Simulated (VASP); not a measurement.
Write the native input for VASP 6.6.1 that does the following.

```
Task                   : single point
Functional             : PBE
Potentials or basis    : VASP PAW PBE potentials, release 64 (Sn_d, O)
Cutoff                 : 520 eV
k mesh                 : 3 × 3 × 2
Occupations            : fermi-dirac, width 0.05 eV
Spin                   : no spin polarisation
Dipole correction      : no
Further INCAR settings : ALGO = Normal; EDIFF = 1e-07; NBANDS = 56
```

The structure of Sn3O8 (a cell with a defect) lies in POSCAR:

```
Sn3O8
1.0
    4.7083472500      0.0000000000      0.0000000000
    0.0000000000      4.7083472500      0.0000000000
    0.0000000000      0.0000000000      6.3331146200
Sn O
3 8
Direct
    0.0021011619      0.0001197873     -0.0062916910
   -0.0008077144     -0.0031796720      0.5055510901
    0.5005807505      0.4984897832      0.2496850436
    0.3064228111      0.3039266061      0.0002793254
    0.1943996378      0.8039305087      0.2496119358
    0.6975194958      0.6961599954      0.0025568778
    0.8065620054      0.1928290230      0.2496602533
    0.3036555980      0.3008652346      0.4968381577
    0.2037160704      0.7952607998      0.7497211538
    0.6947013095      0.6931778449      0.4990798666
    0.7977555181      0.2017688903      0.7495299367
```

The input as run:

INCAR

```
SYSTEM = Sn3O8
ALGO = Normal
EDIFF = 1E-7
ENCUT = 520
GGA = PE
ISIF = 2
ISMEAR = -1
LASPH = .TRUE.
LCHARG = .FALSE.
LREAL = .FALSE.
LWAVE = .FALSE.
NBANDS = 56
NELM = 60
PREC = Accurate
SIGMA = 0.05
```

KPOINTS

```
k-points
0
G
  3 3 2
  0 0 0
```

Potentials or basis: VASP PAW PBE potentials, release 64 (Sn_d, O).

Launch:

```console
$ cat potpaw_PBE.64/Sn_d/POTCAR potpaw_PBE.64/O/POTCAR > POTCAR
$ mpirun -np 1 vasp_std > vasp.out
```

Results of the run:

```json
{
  "Pressure": "9.2 GPa",
  "Largest force": "0.077 eV/Å",
  "Band gap on the k mesh": "zero (band 45 reaches 3.27 eV, above the bottom of band 46 at 3.16 eV)"
}
```

Caveat: the k points lie up to 0.50 Å⁻¹ apart; spin-orbit coupling is left out, which moves the levels of the heavy elements.

Run time: 74 s on 1 thread of Intel(R) Xeon(R) 6975P-C (Granite Rapids), on a shared host, peak memory 0.25 GiB.
